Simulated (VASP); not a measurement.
A run of VASP 6.6.1:

POSCAR

```
BaTiO3
1.0
    2.8276681575      1.6325549719      2.3177316080
   -2.8276681575      1.6325549719      2.3177316080
    0.0000000000     -3.2651099438      2.3177316080
Ba Ti O
1 1 3
Direct
    0.0000000000      0.0000000000      0.0000000000
    0.5140000000      0.5140000000      0.5140000000
    0.4916000000      0.4916000000      0.9815000000
    0.4916000000      0.9815000000      0.4916000000
    0.9815000000      0.4916000000      0.4916000000
```

INCAR.step1

```
PREC = Accurate
ENCUT = 520
ISMEAR = 0
SIGMA = 0.02
LREAL = False
LASPH = True
NELM = 150
LMAXMIX = 4
LDAU = True
LDAUTYPE = 2
LDAUL = -1 2 -1
LDAUU = 0 4 0
LDAUJ = 0 0 0
NBANDS = 28
GGA = PE
ALGO = Normal
EDIFF = 1E-4
LWAVE = True
LCHARG = False
```

The input INCAR.step2:

```
PREC = Accurate
ENCUT = 520
EDIFF = 1E-6
ISMEAR = 0
SIGMA = 0.02
LREAL = False
LASPH = True
NELM = 150
ALGO = Normal
ISIF = 2
LWAVE = False
LCHARG = False
LMAXMIX = 4
LDAU = True
LDAUTYPE = 2
LDAUL = -1 2 -1
LDAUU = 0 4 0
LDAUJ = 0 0 0
LDAUPRINT = 1
METAGGA = R2SCAN
LMIXTAU = True
NBANDS = 28
ISTART = 1
```

File KPOINTS:

```
regular mesh
0
Gamma
  6 6 6
```

Potentials or basis: VASP PAW PBE potentials, release 64 (Ba_sv, Ti_sv, O).

Launch:

```sh
$ cat potpaw_PBE.64/Ba_sv/POTCAR potpaw_PBE.64/Ti_sv/POTCAR potpaw_PBE.64/O/POTCAR > POTCAR
$ cp INCAR.step1 INCAR
$ mpirun -np 1 vasp_std > vasp.out
$ cp INCAR.step2 INCAR
$ mpirun -np 1 vasp_std > vasp.out
```

Hardware: 1 thread of Intel Xeon 8259CL, with other jobs on the host.

Task: How long does it take, and how much memory?

Result: Run time: 5.7 min on 1 thread of Intel Xeon 8259CL, on a shared host, peak memory 0.21 GiB. Counts: k points 32.
